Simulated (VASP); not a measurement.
Input of a VASP 6.6.1 run:

The input INCAR:

```
SYSTEM = NiO
  PREC = Accurate
  ENCUT = 520
  EDIFF = 1E-6
  ISMEAR = -1
  SIGMA = 0.03
  LREAL = .FALSE.
  LASPH = .TRUE.
  NELM = 150
  ALGO = Normal
  ISIF = 2
  LWAVE = .FALSE.
  LCHARG = .TRUE.
  ISPIN = 2
  MAGMOM = 2.8 2.8 0 0
  LORBIT = 11
  LMAXMIX = 4
  LDAU = .TRUE.
  LDAUTYPE = 2
  LDAUL = 2 -1
  LDAUU = 2.9 0
  LDAUJ = 0 0
  LDAUPRINT = 1
  GGA = PE
  LELF = .TRUE.
  LVHAR = .TRUE.
  NBANDS = 28
  ISYM = 0
```

KPOINTS

```
regular mesh
0
G
  5 8 7
  0 0 0
```

Contents of POSCAR:

```
NiO
1.0
   -2.0969500000     -4.1939000000     -2.0969500000
   -2.0969500000      0.0000000000     -2.0969500000
    2.0969500000      0.0000000000     -2.0969500000
Ni O
2 2
Direct
    0.0000000000      0.0000000000      0.0000000000
    0.5000000000      0.0000000000      0.5000000000
    0.0000000000      0.5000000000      0.5000000000
    0.5000000000      0.5000000000      0.0000000000
```

Potentials or basis: VASP PAW PBE potentials, release 64 (Ni, O).

Command:

```bash
$ cat potpaw_PBE.64/Ni/POTCAR potpaw_PBE.64/O/POTCAR > POTCAR
$ mpirun -np 1 vasp_std > vasp.out
```

Question: What does it give for the pressure?

Answer: 3.3 GPa.

Question: Predict the net moment.

Answer: 4.00 μB per cell.

Question: Predict the band gap on the k mesh.

Answer: 0.83 eV.

Eigenvalues of the final occupation matrices:
```csv
site,spin,trace,eigenvalues
site 1 d,1,4.96,0.97 0.97 0.97 1.02 1.02
site 1 d,2,3.27,0.18 0.18 0.97 0.97 0.97
site 2 d,1,4.96,0.97 0.97 0.97 1.02 1.02
site 2 d,2,3.27,0.18 0.18 0.97 0.97 0.97
```

Caveat: the cell stands under pressure. A k mesh can miss the band edges.
